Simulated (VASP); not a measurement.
# InSb (Pmmn) in VASP: a series of runs, part 2 of 2

VASP 6.6.1.

## Step 3: Electric field gradients, PBE (24.37 Å³/atom)

This run uses another cell than the first one, of 24.37 Å³/atom.

INCAR reads:

```
PREC     = Accurate       # precision mode
ENCUT    = 520            # plane-wave cutoff, eV
EDIFF    = 1E-8           # SCF threshold, eV
ISMEAR   = -1             # smearing method
SIGMA    = 0.08           # smearing width, eV
LREAL    = F              # projectors in reciprocal space
LASPH    = T              # aspherical terms in the spheres
NELM     = 60             # most SCF steps
ALGO     = Normal         # electronic algorithm
ISIF     = 2              # what is computed and relaxed
LWAVE    = F              # write WAVECAR
LCHARG   = F              # write CHGCAR
GGA      = PE             # functional
LEFG     = T            
NBANDS   = 26             # bands
```

KPOINTS reads:

```
regular mesh
0
Gamma
  6 6 11
```

POSCAR reads:

```
InSb
1.0
    5.4274949263      0.0000000000      0.0000000000
    0.0000000000      5.7871665146      0.0000000000
    0.0000000000      0.0000000000      3.1033072539
In Sb
2 2
Direct
    0.0000000000      0.0000000000      0.0000000000
    0.5000000000      0.5000000000      0.0000000000
    0.5000000000      0.0000000000      0.8350000000
    0.0000000000      0.5000000000      0.1650000000
```

Potentials or basis: VASP PAW PBE potentials, release 64 (In_d, Sb).

Started as:

```bash
$ cat potpaw_PBE.64/In_d/POTCAR potpaw_PBE.64/Sb/POTCAR > POTCAR
$ mpirun -np 1 vasp_std > vasp.out
```

OUTCAR:

```text
PREC = Accurate
   ENCUT = 520
   EDIFF = 1E-8
   ISMEAR = -1
   LREAL = F
   LASPH = T
   NELM = 60
   ISIF = 2
   GGA = PE

 ion  position               nearest neighbor table
   1  0.000  0.000  0.000-   3 2.76   3 2.76   4 2.94   4 2.94   3 3.75   3 3.75   4 3.88   4 3.88
                             2 3.97   2 3.97   2 3.97   2 3.97
   2  0.500  0.500  0.000-   4 2.76   4 2.76   3 2.94   3 2.94   4 3.75   4 3.75   3 3.88   3 3.88
                             1 3.97   1 3.97   1 3.97   1 3.97
   3  0.500  0.000  0.835-   1 2.76   1 2.76   2 2.94   2 2.94   1 3.75   1 3.75   2 3.88   2 3.88

   4  0.000  0.500  0.165-   2 2.76   2 2.76   1 2.94   1 2.94   2 3.75   2 3.75   1 3.88   1 3.88

  LATTYP: Found a simple orthorhombic cell.
 ALAT       =     3.1033072539
 B/A-ratio  =     1.7489389488
 C/A-ratio  =     1.8648383937

  Lattice vectors:

 A1 = (   0.0000000000,   0.0000000000,   3.1033072539)
 A2 = (   5.4274949263,   0.0000000000,   0.0000000000)
 A3 = (   0.0000000000,   5.7871665146,   0.0000000000)

Analysis of symmetry for initial positions (statically):
[... 904 lines left out ...]
      0.00000      0.00000      0.00000         0.000000      0.000000      0.245262
      2.71375      2.89358      0.00000         0.000000      0.000000     -0.245262
      2.71375      0.00000      2.59126         0.000000      0.000000     -0.651054
      0.00000      2.89358      0.51205         0.000000      0.000000      0.651054
 -----------------------------------------------------------------------------------
    total drift:                               -0.000000      0.000000     -0.000000

  FREE ENERGIE OF THE ION-ELECTRON SYSTEM (eV)
  ---------------------------------------------------
  free  energy   TOTEN  =       -12.5058080167 eV

  energy  without entropy=      -12.4753999833  energy(sigma->0) =      -12.49060400

 Electric field gradients (V/A^2)
---------------------------------------------------------------------
 ion       V_xx      V_yy      V_zz      V_xy      V_xz      V_yz
---------------------------------------------------------------------
   1     -80.089    12.052    68.037    -0.000     0.000    -0.000
   2     -80.089    12.052    68.037    -0.000     0.000    -0.000
   3     -80.423   -76.376   156.798    -0.000     0.000    -0.000
   4     -80.423   -76.376   156.798    -0.000     0.000     0.000
---------------------------------------------------------------------

 Electric field gradients after diagonalization (V/A^2)
 (convention: |V_zz| > |V_xx| > |V_yy|)
----------------------------------------------------------------------
 ion       V_xx      V_yy      V_zz     asymmetry (V_yy - V_xx)/ V_zz
----------------------------------------------------------------------
   1      68.037    12.052   -80.089       0.699
   2      68.037    12.052   -80.089       0.699
   3     -80.423   -76.376   156.798       0.026
   4     -80.423   -76.376   156.798       0.026
----------------------------------------------------------------------

           NMR quadrupolar parameters

 Cq : quadrupolar parameter    Cq=e*Q*V_zz/h
 eta: asymmetry parameters     (V_yy - V_xx)/ V_zz
 Q  : nuclear electric quadrupole moment in mb (millibarn)
----------------------------------------------------------------------
 ion       Cq(MHz)       eta       Q (mb)
----------------------------------------------------------------------
   1      -0.194       0.699       1.000
   2      -0.194       0.699       1.000
   3       0.379       0.026       1.000
   4       0.379       0.026       1.000
----------------------------------------------------------------------
```

Wall time 2.4 min (1 thread of Intel Xeon Platinum 8259CL at 2.50GHz (Skylake/Cascade Lake), shared host); peak memory 0.35 GiB.

Results:

| Quantity | Value |
| --- | --- |
| Free energy | -12.5058 eV |
| Pressure | 13.4 GPa |
| Largest force | 0.651 eV/Å |
| Band gap on the k mesh | zero (bands 18 and 19 overlap by 3.16 eV) |
| Largest electric field gradient by atom | In -80.1; Sb +156.8 V/Å² |

Forces in eV/Å, atoms in the order of the input:
```
In   0.000  0.000  0.245
In   0.000  0.000 -0.245
Sb   0.000  0.000 -0.651
Sb   0.000  0.000  0.651
```

Levels at points of the mesh, in eV from the Fermi level:
```
           k point  band 14  band 15  band 16  band 17  band 18  band 19  band 20  band 21  band 22  band 23
(0.00, 0.00, 0.00)    -5.61    -5.53    -2.84    -2.74    -2.11     3.11     4.14     4.19     6.17     7.16
(0.50, 0.00, 0.00)    -6.63    -4.27    -4.27     0.96     0.96     4.13     4.13     4.52     4.52     6.50
(0.00, 0.50, 0.00)    -5.81    -4.45    -4.45    -0.35    -0.35     3.73     3.73     4.37     4.37     6.37
(0.50, 0.50, 0.00)    -8.34    -0.44    -0.44     1.33     1.33     2.39     2.39     2.61     2.61     4.49
```

Electric field gradients, principal values (V/Å²):
```tsv
atom	least	middle	greatest (by size)
1 In	12.052	68.037	-80.089
2 In	12.052	68.037	-80.089
3 Sb	-76.376	-80.423	156.798
4 Sb	-76.376	-80.423	156.798
```

Caveat: the cell stands under pressure; without QUAD_EFG the Cq values of the log hold for a quadrupole moment of 1 mb, not for the nuclei; spin-orbit coupling is left out, which moves the levels of the heavy elements.
